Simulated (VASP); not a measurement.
CuAu: relaxation of the atoms with PBE

The system is CuAu.

```xyz
2
Lattice="2.8107 0.0000 0.0000 0.0000 2.8107 0.0000 0.0000 0.0000 3.6850" Properties=species:S:1:pos:R:3 pbc="T T T"
Cu    1.5054    1.3054    1.9425
Au    0.0000    0.0000    0.0000
```

```yaml
Program: VASP 6.6.1
Task: relaxation of the atoms
Functional: PBE
Potentials_or_basis: VASP PAW PBE potentials, release 64 (Cu, Au)
Cutoff: 520 eV
k_mesh: 6 × 6 × 5
Occupations: fermi-dirac, width 0.05 eV
Spin: no spin polarisation
Dipole_correction: no
Atoms_held_fixed_from_0: "[1]"
Further_INCAR_settings: ALGO = Normal; EDIFF = 1e-07; IBRION = 2; EDIFFG = -0.01; NSW = 80
```

```
Energy gained by relaxing : 37.5 meV/atom
Ionic steps               : 5
Pressure after relaxing   : 4.8 GPa
Band gap on the k mesh    : zero (bands 11 and 12 overlap by 6.59 eV)
```

Stress tensor (GPa, compression positive):
```
5.01 0.00 0.00
0.00 5.01 0.00
0.00 0.00 4.30
```

Step by step:
| step | energy change (eV) | largest force on free atoms (eV/Å) | pressure (GPa) |
| --- | --- | --- | --- |
| 1 | 0.0000 | 0.9473 | 6.56 |
| 2 | -0.0361 | 0.6406 | 5.70 |
| 3 | -0.0688 | 0.2392 | 4.92 |
| 4 | -0.0721 | 0.1627 | 4.86 |
| 5 | -0.0750 | 0.0023 | 4.77 |

Final structure:
```yaml
crystal:
  lattice:
    - [2.81075, 0.00000, 0.00000]
    - [0.00000, 2.81075, 0.00000]
    - [0.00000, 0.00000, 3.68500]
  atoms:
    - { symbol: Cu, position: [0.49994, 0.50006, 0.49992] }
    - { symbol: Au, position: [0.00000, 0.00000, 0.00000] }
```

Levels at points of the mesh, in eV from the Fermi level:
| k point | band 8 | band 9 | band 10 | band 11 | band 12 | band 13 | band 14 | band 15 |
| --- | --- | --- | --- | --- | --- | --- | --- | --- |
| (0.00, 0.00, 0.00) | -2.12 | -1.69 | -1.46 | -1.46 | 2.12 | 8.05 | 10.05 | 10.05 |
| (0.50, 0.00, 0.00) | -2.94 | -2.39 | -2.18 | -0.85 | -0.14 | 9.43 | 9.51 | 11.34 |
| (0.50, 0.50, 0.00) | -1.62 | -1.36 | -1.36 | 0.69 | 0.69 | 5.15 | 6.88 | 10.11 |

Run time: 2.3 min on 1 thread of Intel Xeon 8259CL, with other jobs on the host, peak memory 0.16 GiB.

Caveat: the k points lie up to 0.37 Å⁻¹ apart, too coarse for converged energies and pressures of a metal; spin-orbit coupling is left out, which moves the levels of the heavy elements.
